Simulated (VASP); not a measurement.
SnSe, 2 atoms in the cell. The structure is cubic, space group Fm-3m (No. 225). The conventional cell has a = 6.154 Å, b = 6.154 Å, c = 6.154 Å, α = 90.00°, β = 90.00°, γ = 90.00°. Sn (site symmetry m-3m) has 6 Se at 3.08 Å within 4.0 Å. Within 4.0 Å of Se (site symmetry m-3m) lie 6 Sn at 3.08 Å. 

* Program: VASP 6.6.1
* Task: single point
* Functional: PBE
* Potentials or basis: VASP PAW PBE potentials, release 64 (Sn_d, Se)
* Cutoff: 520 eV
* k mesh: 10 × 10 × 10
* Occupations: gaussian, width 0.02 eV
* Spin: no spin polarisation
* Dipole correction: no
* Further INCAR settings: ALGO = Normal; EDIFF = 1e-06; NBANDS = 17

Potentials or basis: VASP PAW PBE potentials, release 64 (Sn_d, Se).

Launch:

```sh
$ cat potpaw_PBE.64/Sn_d/POTCAR potpaw_PBE.64/Se/POTCAR > POTCAR
$ mpirun -np 1 vasp_std > vasp.out
```

Hardware: 1 thread of Intel Xeon 8259CL (shared host).

Problem. Estimate the wall time of this run.

Solution. Wall time 54 s on 1 thread of Intel Xeon 8259CL, with other jobs on the host, peak memory 0.2 GiB. Counts: scf iterations 12, k points 47.
